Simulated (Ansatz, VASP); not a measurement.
**Two plane-wave programs on MgTe**

```
Mg Te
1.0
     4.48608    0.00000    0.00000
    -2.24304    3.88506    0.00000
     0.00000    0.00000    7.30599
Mg Te
2 2
Direct
  0.33333 0.66667 0.99939
  0.66667 0.33333 0.49939
  0.33333 0.66667 0.37561
  0.66667 0.33333 0.87561
```

Change from the starting cell: hydrostatic strain -2.0%.

Alike in both runs: task single point; functional HSE06; k mesh 6 × 6 × 2; no spin polarisation.

```csv
,VASP,Ansatz
version,VASP 6.6.1,Ansatz 0.2.0
potentials or method,"VASP PAW PBE potentials, release 64 (Mg, Te)","plane waves, PAW"
plane-wave cutoff (eV),520,420
occupations,"gaussian, width 0.01 eV",fixed
valence electrons in the cell,16,52
```

|  | VASP | Ansatz | Ansatz less VASP |
| --- | --- | --- | --- |
| gap on the k mesh at the Fermi level (eV) | 3.50 | 3.62 | +0.120 |
| pressure (GPa) | 2.3 | 2.5 | +0.18 |

VASP's potentials hold 16 valence electrons a cell and Ansatz's 52, so a difference there can come from the potentials and not from the codes. Ansatz's warnings: stress exchange threshold loose, stress scf threshold loose.

The k mesh is coarse, so the values compare programs but aren't converged. Spin-orbit coupling is off throughout.
